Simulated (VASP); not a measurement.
# WC (P-6m2) in VASP: notebook, part 2 of 2

VASP 6.6.1.

## Step 4: Relaxation of cell and atoms, LDA

File INCAR:

```
ALGO = Normal ; EDIFF = 1E-6
EDIFFG = -0.01 ; ENCUT = 600
IBRION = 2 ; ISIF = 3
ISMEAR = -1 ; LASPH = T
LCHARG = F ; LREAL = F
LWAVE = F ; NELM = 80
NSW = 80 ; PREC = Accurate
SIGMA = 0.1
```

File KPOINTS:

```
k-points
0
Gamma
  12 12 11
```

File POSCAR:

```
WC
1.0
    2.9065000000      0.0000000000      0.0000000000
   -1.4532500000      2.5171028400      0.0000000000
    0.0000000000      0.0000000000      2.8366000000
W C
1 1
Direct
    0.0000000000      0.0000000000      0.0000000000
    0.6666666700      0.3333333300      0.5000000000
```

Potentials or basis: VASP PAW LDA potentials, release 64 (W_sv, C).

Started as:

```bash
cat potpaw_LDA.64/W_sv/POTCAR potpaw_LDA.64/C/POTCAR > POTCAR
mpirun -np 1 vasp_std > vasp.out
```

OUTCAR:

```text
EDIFF = 1E-6
   EDIFFG = -0.01
   ENCUT = 600
   IBRION = 2
   ISIF = 3
   ISMEAR = -1
   LASPH = T
   LREAL = F
   NELM = 80
   NSW = 80
   PREC = Accurate

 ion  position               nearest neighbor table
   1  0.000  0.000  0.000-   2 2.20   2 2.20   2 2.20   2 2.20   2 2.20   2 2.20
   2  0.667  0.333  0.500-   1 2.20   1 2.20   1 2.20   1 2.20   1 2.20   1 2.20

  LATTYP: Found a hexagonal cell.
 ALAT       =     2.9065000000
 C/A-ratio  =     0.9759504559

  Lattice vectors:

 A1 = (   2.9065000000,   0.0000000000,   0.0000000000)
 A2 = (  -1.4532500000,   2.5171028400,   0.0000000000)
 A3 = (   0.0000000000,   0.0000000000,   2.8366000000)

Analysis of symmetry for initial positions (statically):
=====================================================================
 Subroutine PRICEL returns:
 Original cell was already a primitive cell.

 Routine SETGRP: Setting up the symmetry group for a
 hexagonal supercell.

 Subroutine GETGRP returns: Found 12 space group operations
 (whereof 12 operations were pure point group operations)
 out of a pool of 24 trial point group operations.

The static configuration has the point symmetry D_3h.

Analysis of symmetry for dynamics (positions and initial velocities):
=====================================================================
 Subroutine PRICEL returns:
 Original cell was already a primitive cell.

 Routine SETGRP: Setting up the symmetry group for a
 hexagonal supercell.

 Subroutine GETGRP returns: Found 12 space group operations
 (whereof 12 operations were pure point group operations)
 out of a pool of 24 trial point group operations.

The dynamic configuration has the point symmetry D_3h.

 Subroutine INISYM returns: Found 12 space group operations
 (whereof 12 operations are pure point group operations),
 and found     1 'primitive' translations

----------------------------------------------------------------------------------------

                                     Primitive cell

  volume of cell :      20.7525

  direct lattice vectors                    reciprocal lattice vectors
     2.906500000  0.000000000  0.000000000     0.344056425  0.198641069  0.000000000
    -1.453250000  2.517102840  0.000000000     0.000000000  0.397282139  0.000000000
     0.000000000  0.000000000  2.836600000     0.000000000  0.000000000  0.352534725

  length of vectors
     2.906500000  2.906500003  2.836600000     0.397282139  0.397282139  0.352534725

  position of ions in fractional coordinates (direct lattice)
     0.000000000  0.000000000  0.000000000
     0.666666670  0.333333330  0.500000000

  ion indices of the primitive-cell ions
   primitive index   ion index
                 1           1
                 2           2

----------------------------------------------------------------------------------------

 KPOINTS: k-points

Automatic generation of k-mesh.
 Grid dimensions read from file:
 generate k-points for:   12   12   11

 Generating k-lattice:

  Cartesian coordinates                     Fractional coordinates (reciprocal lattice)
     0.028671369  0.016553422  0.000000000     0.083333333  0.000000000  0.000000000
[... 47 lines left out ...]
   NGX,Y,Z   is equivalent  to a cutoff of  13.73, 13.73, 14.07 a.u.
   NGXF,Y,Z  is equivalent  to a cutoff of  27.46, 27.46, 28.13 a.u.
 SYSTEM =  unknown system
   PREC   = accura    normal or accurate (medium, high low for compatibility)
   ISTART =      0    job   : 0-new  1-cont  2-samecut
   ICHARG =      2    charge: 1-file 2-atom 10-const
   ISPIN  =      1    spin polarized calculation?
   LNONCOLLINEAR =      F non collinear calculations
   LSORBIT =      F    spin-orbit coupling
   LASPH  =      T    aspherical Exc in radial PAW
   ENCUT  =  600.0 eV  44.10 Ry    6.64 a.u.   5.81  5.81  5.67*2*pi/ulx,y,z
   NELM   =     80;   NELMIN=  2; NELMDL= -5     # of ELM steps
   EDIFF  = 0.1E-05   stopping-criterion for ELM
   LREAL  =      F    real-space projection
   EDIFFG = -.1E-01   stopping-criterion for IOM
   NSW    =     80    number of steps for IOM
   IBRION =      2    ionic relax: 0-MD 1-quasi-New 2-CG
   NFREE  =      1    steps in history (QN), initial steepest desc. (CG)
   ISIF   =      3    stress and relaxation
   ISYM   =      2    0-nonsym 1-usesym 2-fastsym
   POTIM  = 0.5000    time-step for ionic-motion
   TEBEG  =    0.0;   TEEND  =   0.0 temperature during run
   PSTRESS=    0.0 pullay stress
   NELECT =      18.0000    total number of electrons
   NUPDOWN=      -1.0000    fix difference up-down
   EMIN   =  10.00;   EMAX   =-10.00  energy-range for DOS
   EFERMI =   0.00;   METHOD = LEGACY
   ISMEAR =    -1;   SIGMA  =   0.10  broadening in eV -4-tet -1-fermi 0-gaus
   EFERMI_NEDOS =   21; number of points for ismear=-14 and -15
   IALGO  =     38    algorithm
   IMIX   =      4    mixing-type and parameters
     AMIX     =   0.40;   BMIX     =  1.00
     AMIX_MAG =   1.60;   BMIX_MAG =  1.00
  volume/ion in A,a.u.               =      10.38        70.02
  Fermi-wavevector in a.u.,A,eV,Ry     =   1.561262  2.950358 33.164744  2.437540
  Thomas-Fermi vector in A             =   2.664353
   LORBIT       =      0    0 simple, 1 ext, 2 COOP (PROOUT), +10 PAW based schemes
   GGA     = CA    functional components
   LHFCALC =     F    Hartree Fock is set to
   AEXX    =    0.0000 exact exchange contribution
   IVDW    =     0    specifies the selected vdW correction
   LEPSILON=     F    determine dielectric tensor
   LRPA    =     F    only Hartree local field effects (RPA)
 conjugate gradient relaxation of ions
 non-spin polarized calculation
  energy-cutoff  :      600.00
  volume of cell :       20.75
 maximum number of plane-waves:       704
 NGX is ok and might be reduce to    24
   NGX = 11   NGY = 11   NGZ = 11

--------------------------------------- Ionic step        1  -------------------------------------------

 number of electron      18.0000000 magnetization

 Free energy of the ion-electron system (eV)
  ---------------------------------------------------
  ext. energy  EPLUGINS =         0.00000000
  ---------------------------------------------------
  free energy    TOTEN  =       -24.69890617 eV

  energy without entropy =      -24.68990077  energy(sigma->0) =      -24.69440347

------------------------ aborting loop because EDIFF is reached ----------------------------------------

  FORCE on cell =-STRESS in cart. coord.  units (eV):
  Direction    XX          YY          ZZ          XY          YZ          ZX
  --------------------------------------------------------------------------------------
  -------------------------------------------------------------------------------------
  Total       -0.8767550     -0.8767550     -1.1116133     -0.0000000     -0.0000000     -0.0000000
  in kB      -67.6892116    -67.6892118    -85.8212651     -0.0000000     -0.0000000     -0.0000000
  external PRESSURE =     -73.7332295 kB  Pullay stress =       0.0000000 kB
[... 203 lines left out ...]
--------------------------------------- Ionic step        7  -------------------------------------------

 number of electron      18.0000001 magnetization

 Free energy of the ion-electron system (eV)
  ---------------------------------------------------
  ext. energy  EPLUGINS =         0.00000000
  ---------------------------------------------------
  free energy    TOTEN  =       -24.70762009 eV

  energy without entropy =      -24.69855486  energy(sigma->0) =      -24.70308747

 E-fermi :  11.2787     XC(G=0): -14.0787

 val. band max:       11.1791262637   @ k =   0.4167   0.0833   0.4545
 cond. band min:      11.2797357798   @ k =   0.5000   0.0000   0.3636
 fundamental gap:      0.1006095161
 Fermi energy:        11.2786970891

 k-point     1 :       0.0000    0.0000    0.0000
  band No.  band energies     occupation
      1     -62.2501      2.00000
      2     -26.4933      2.00000
      3     -26.3818      2.00000
      4     -26.3818      2.00000
      5      -3.1660      2.00000
      6       6.8246      2.00000
      7       7.8316      2.00000
      8       7.8316      2.00000
      9      11.3824      0.52349
     10      14.5200      0.00000
     11      14.5200      0.00000
     12      16.9585      0.00000
     13      16.9585      0.00000
[... 354 lines left out ...]
  band No.  band energies     occupation
      1     -62.1975      2.00000
      2     -27.0443      2.00000
      3     -26.5311      2.00000
      4     -26.4656      2.00000
      5      -0.6830      2.00000
      6       4.9345      2.00000
      7       7.5534      2.00000
      8       8.6428      2.00000
      9       9.7224      2.00000
     10      13.6014      0.00000
     11      15.1369      0.00000
     12      16.5445      0.00000
     13      17.5753      0.00000

 [... further k-points ...]
[... 5 lines left out ...]
  --------------------------------------------------------------------------------------
  -------------------------------------------------------------------------------------
  Total        0.0163927      0.0163927      0.0174690      0.0000000      0.0000000     -0.0000000
  in kB        1.2889533      1.2889533      1.3735797      0.0000000      0.0000000     -0.0000000
  external PRESSURE =       1.3171621 kB  Pullay stress =       0.0000000 kB
[... 17 lines left out ...]
  FREE ENERGIE OF THE ION-ELECTRON SYSTEM (eV)
  ---------------------------------------------------
  free  energy   TOTEN  =       -24.7076200883 eV

  energy  without entropy=      -24.6985548591  energy(sigma->0) =      -24.70308747

 reached required accuracy - stopping structural energy minimisation
```

OSZICAR:

```text
N       E                     dE             d eps       ncg     rms          rms(c)
DAV:   1     0.116109919221E+03    0.11611E+03   -0.10504E+04  2964   0.170E+03
DAV:   2    -0.236736904288E+02   -0.13978E+03   -0.13622E+03  3429   0.404E+02
DAV:   3    -0.277609055505E+02   -0.40872E+01   -0.40550E+01  3657   0.636E+01
[... 48 lines left out ...]
       N       E                     dE             d eps       ncg     rms          rms(c)
DAV:   1    -0.247076548577E+02   -0.46520E-04   -0.12330E-03  2992   0.425E-01    0.325E-02
DAV:   2    -0.247076291384E+02    0.25719E-04   -0.49792E-05  3144   0.728E-02    0.158E-02
DAV:   3    -0.247076201133E+02    0.90251E-05   -0.26169E-05  3169   0.478E-02    0.746E-03
DAV:   4    -0.247076200883E+02    0.25015E-07   -0.81056E-07  1907   0.986E-03
   7 F= -.24707620E+02 E0= -.24703087E+02  d E =-.120167E-04
```

CONTCAR:

```text
WC
   1.00000000000000
     2.8896602466457875   -0.0000000000000000    0.0000000000000000
    -1.4448301233228937    2.5025191857340130   -0.0000000000000000
    -0.0000000000000000    0.0000000000000000    2.8177349535266645
  W               C
     1     1
Direct
     0.0000000000000000    0.0000000000000000    0.0000000000000000
     0.6666666699999979    0.3333333300000021    0.5000000000000000

  0.00000000E+00  0.00000000E+00  0.00000000E+00
  0.00000000E+00  0.00000000E+00  0.00000000E+00
```

It took 34 s on 1 thread of Intel Xeon 6975P-C (Granite Rapids), shared host; peak memory 0.17 GiB.

What came out:

```yaml
Free_energy: -24.7076 eV
Relaxed_volume: 10.19 Å³/atom
Relaxed_cell: a = 2.890 Å, b = 2.890 Å, c = 2.818 Å, α = 90.00°, β = 90.00°, γ = 120.00°
Space_group_after_relaxing_to_0.1_Å: P-6m2 (No. 187)
Energy_gained_by_relaxing: 4.4 meV/atom
Ionic_steps: 7
Pressure_after_relaxing: 0.1 GPa
Band_gap_on_the_k_mesh: zero (bands 9 and 10 overlap by 1.19 eV)
```

The path:
| step | energy change (eV) | largest force (eV/Å) | pressure (GPa) | volume (Å³) |
| --- | --- | --- | --- | --- |
| 1 | 0.0000 | 0.0000 | -7.37 | 20.75 |
| 2 | 0.0693 | 0.0000 | 24.81 | 19.35 |
| 3 | -0.0087 | 0.0000 | -0.19 | 20.39 |
| 4 | -0.0087 | 0.0000 | -0.08 | 20.39 |
| 5 | -0.0087 | 0.0000 | 0.07 | 20.38 |
| 6 | -0.0087 | 0.0000 | 0.16 | 20.37 |
| 7 | -0.0087 | 0.0000 | 0.13 | 20.38 |

Final structure:
```
CELL_PARAMETERS angstrom
2.88966 0.00000 0.00000
-1.44483 2.50252 0.00000
0.00000 0.00000 2.81773
ATOMIC_POSITIONS crystal
W 0.00000 0.00000 0.00000
C 0.66667 0.33333 0.50000
```

Levels at points of the mesh, in eV from the Fermi level:
```tsv
k point	band 6	band 7	band 8	band 9	band 10	band 11	band 12	band 13
(0.00, 0.00, 0.00)	-4.45	-3.45	-3.45	0.10	3.24	3.24	5.68	5.68
(0.50, 0.00, 0.00)	-7.07	-3.72	-3.69	-0.47	2.33	4.58	4.96	6.91
```

Caveat: spin-orbit coupling is left out, which moves the levels of the heavy elements. Zero-point motion and thermal expansion aren't in these numbers.

## Step 5: Relaxation of cell and atoms, r2SCAN

POSCAR is that of step 4.

File INCAR.step1:

```
PREC = Accurate
ENCUT = 600
ISMEAR = -1
SIGMA = 0.1
LREAL = F
LASPH = T
NELM = 80
GGA = PE
ALGO = Normal
EDIFF = 1E-4
LWAVE = T
LCHARG = F
```

File INCAR.step2:

```
PREC = Accurate
ENCUT = 600
EDIFF = 1E-6
ISMEAR = -1
SIGMA = 0.1
LREAL = F
LASPH = T
NELM = 80
ALGO = Normal
ISIF = 3
LWAVE = F
LCHARG = F
METAGGA = R2SCAN
LMIXTAU = T
IBRION = 2
NSW = 80
EDIFFG = -0.01
ISTART = 1
```

File KPOINTS:

```
Automatic mesh
0
Gamma
  12 12 11
```

Potentials or basis: VASP PAW PBE potentials, release 64 (W_sv, C).

Started as:

```bash
cat potpaw_PBE.64/W_sv/POTCAR potpaw_PBE.64/C/POTCAR > POTCAR
cp INCAR.step1 INCAR
mpirun -np 1 vasp_std > vasp.out
cp INCAR.step2 INCAR
mpirun -np 1 vasp_std > vasp.out
```

It took 2.7 min on 1 thread of Intel Xeon 6975P-C (Granite Rapids), shared host; peak memory 0.18 GiB.

It converged, with:

```
Free energy                           : -61.6207 eV
Relaxed volume                        : 10.46 Å³/atom
Relaxed cell                          : a = 2.917 Å, b = 2.917 Å, c = 2.840 Å, α = 90.00°, β = 90.00°, γ = 120.00°
Space group after relaxing (to 0.1 Å) : P-6m2 (No. 187)
Energy gained by relaxing             : 0.9 meV/atom
Ionic steps                           : 6
Pressure after relaxing               : 0.0 GPa
Band gap on the k mesh                : zero (bands 9 and 10 overlap by 1.29 eV)
```

Step by step:
```csv
step,energy change (eV),largest force (eV/Å),pressure (GPa),volume (Å³)
1,0.0000,0.0000,3.27,20.75
2,0.0111,0.0000,-8.58,21.40
3,-0.0018,0.0000,-0.11,20.93
4,-0.0018,0.0000,-0.08,20.92
5,-0.0018,0.0000,0.14,20.92
6,-0.0018,0.0000,0.05,20.92
```

Final structure:
```
W C
1.0
     2.91652    0.00000    0.00000
    -1.45826    2.52578    0.00000
     0.00000    0.00000    2.83991
W C
1 1
Direct
  0.00000 0.00000 0.00000
  0.66667 0.33333 0.50000
```

Levels at points of the mesh, in eV from the Fermi level:
| k point | band 7 | band 8 | band 9 | band 10 | band 11 | band 12 |
| --- | --- | --- | --- | --- | --- | --- |
| (0.00, 0.00, 0.00) | -3.48 | -3.48 | 0.10 | 3.37 | 3.37 | 5.91 |
| (0.50, 0.00, 0.00) | -3.72 | -3.67 | -0.54 | 2.46 | 4.66 | 5.02 |

Caveat: the PAW data sets were made with another functional, which shifts forces and pressure a little; spin-orbit coupling is left out, which moves the levels of the heavy elements. Zero-point motion and thermal expansion aren't in these numbers.

## Step 6: Single point, r2SCAN

This run uses another cell than the first one, of 10.63 Å³/atom.

File POSCAR:

```
WC
1.0
    2.9321315503     -0.0000000029      0.0000000000
   -1.4660657726      2.5393004112      0.0000000000
    0.0000000000      0.0000000000      2.8549601200
W C
1 1
Direct
    0.0000000000      0.0000000000      0.0000000000
    0.6666666667      0.3333333333      0.5000000000
```

File INCAR.step1:

```
PREC = Accurate ; ENCUT = 1430
ISMEAR = -1 ; SIGMA = 0.1
LREAL = False ; LASPH = True
NELM = 120 ; NBANDS = 16
GGA = PE ; ALGO = Normal
EDIFF = 1E-5 ; LWAVE = True
LCHARG = False ; GGA_COMPAT = False
```

File INCAR.step2:

```
PREC = Accurate ; ENCUT = 1430
EDIFF = 1E-6 ; ISMEAR = -1
SIGMA = 0.1 ; LREAL = False
LASPH = True ; NELM = 120
ALGO = Normal ; ISIF = 2
LWAVE = False ; LCHARG = False
METAGGA = R2SCAN ; LMIXTAU = True
NBANDS = 16 ; ISTART = 1
GGA_COMPAT = False
```

File KPOINTS:

```
regular mesh
0
Gamma
  13 13 12
```

Potentials or basis: VASP PAW PBE potentials, release 64 (W_sv, C_h).

Started as:

```bash
cat potpaw_PBE.64/W_sv/POTCAR potpaw_PBE.64/C_h/POTCAR > POTCAR
cp INCAR.step1 INCAR
mpirun -np 1 vasp_std > vasp.out
cp INCAR.step2 INCAR
mpirun -np 1 vasp_std > vasp.out
```

It took 4.5 min on 1 thread of Intel Xeon Platinum 8488C (Sapphire Rapids), shared host; peak memory 0.4 GiB.

Results (log left out):

| Item | Value |
| --- | --- |
| Free energy | -61.6235 eV |
| Pressure | -6.2 GPa |
| Band gap on the k mesh | zero (bands 9 and 10 overlap by 1.29 eV) |

Stress tensor (GPa, compression positive):
```
-5.81  0.00  0.00
 0.00 -5.81  0.00
 0.00  0.00 -6.96
```

Levels at points of the mesh, in eV from the Fermi level:
```tsv
k point	band 5	band 6	band 7	band 8	band 9	band 10	band 11	band 12	band 13	band 14
(0.00, 0.00, 0.00)	-15.06	-4.36	-3.41	-3.41	0.10	3.30	3.30	5.82	5.82	6.60
(0.00, 0.00, 0.50)	-11.09	-8.86	-2.06	-2.06	-0.56	-0.56	3.74	4.76	4.76	10.40
```

Caveat: the cell stands under tension; the PAW data sets were made with another functional, which shifts forces and pressure a little; spin-orbit coupling is left out, which moves the levels of the heavy elements.

## Step 7: Summary

| task | level | potentials or basis | cell | k mesh | cutoff (eV) | gap on the mesh (eV) | pressure (GPa) | relaxed volume (Å³/atom) |
| --- | --- | --- | --- | --- | --- | --- | --- | --- |
| relaxation of cell and atoms | PBE | VASP PAW PBE potentials, release 64 (W_sv, C) | relaxed from a = 2.906, b = 2.907, c = 2.837 Å, angles 90.0, 90.0, 120.0°, 2 atoms | 12 × 12 × 11 | 600 | none | 0.1 | 10.55 |
| relaxation of cell and atoms | PBEsol | VASP PAW PBE potentials, release 64 (W_sv, C) | relaxed from a = 2.906, b = 2.907, c = 2.837 Å, angles 90.0, 90.0, 120.0°, 2 atoms | 12 × 12 × 11 | 600 | none | 0.0 | 10.32 |
| relaxation of cell and atoms | LDA | VASP PAW LDA potentials, release 64 (W_sv, C) | relaxed from a = 2.906, b = 2.907, c = 2.837 Å, angles 90.0, 90.0, 120.0°, 2 atoms | 12 × 12 × 11 | 600 | none | 0.1 | 10.19 |
| relaxation of cell and atoms | r2SCAN | VASP PAW PBE potentials, release 64 (W_sv, C) | relaxed from a = 2.906, b = 2.907, c = 2.837 Å, angles 90.0, 90.0, 120.0°, 2 atoms | 12 × 12 × 11 | 600 | none | 0.0 | 10.46 |
| single point | r2SCAN | VASP PAW PBE potentials, release 64 (W_sv, C_h) | a = 2.932, b = 2.932, c = 2.855 Å, angles 90.0, 90.0, 120.0°, 2 atoms | 13 × 13 × 12 | 1430 | none | -6.2 | - |

Alike in all rows: no spin polarisation; smearing fermi-dirac 0.1 eV.

Caveats: spin-orbit coupling is left out, which moves the levels of the heavy elements; the PAW data sets were made with another functional, which shifts forces and pressure a little (at least some runs); the cell stands under tension (at least some runs).

Absolute energies hang on the potentials; compare differences alone.

The gap in the log of VASP goes by the Fermi energy; the results here count the filled bands.